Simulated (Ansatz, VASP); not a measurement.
## Si2W in VASP and in Ansatz

```
CELL_PARAMETERS angstrom
-1.63373 1.59433 3.94000
1.59433 -1.63373 3.94000
1.61767 1.61767 -3.95606
ATOMIC_POSITIONS crystal
Si 0.33300 0.33300 0.00000
Si 0.66700 0.66700 0.00000
W 0.00000 0.00000 0.00000
```

Change from the starting cell: equal xy, yz and zx shear strains of -1 %.

Alike in both runs: task single point; functional PBE; k mesh 11 × 11 × 14; occupations fermi-dirac, width 0.05 eV; no spin polarisation.

```csv
,VASP,Ansatz
version,VASP 6.6.1,Ansatz 0.2.0
potentials or method,"VASP PAW PBE potentials, release 64 (Si, W_sv), cutoff 520 eV","all-electron LAPW, scalar-relativistic"
```

```tsv
	VASP	Ansatz	Ansatz less VASP
pressure (GPa)	1.8	1.7	-0.11
traceless stress, the component that is largest in VASP (GPa)	2.15	2.15	-0.003
rms of the force components (eV/Å)	0.097	0.100	+0.0025
```

Atom by atom the forces differ by 0.003 eV/Å (rms over components). Ansatz ran all-electron here, and VASP with PAW potentials.

Spin-orbit coupling is off throughout.
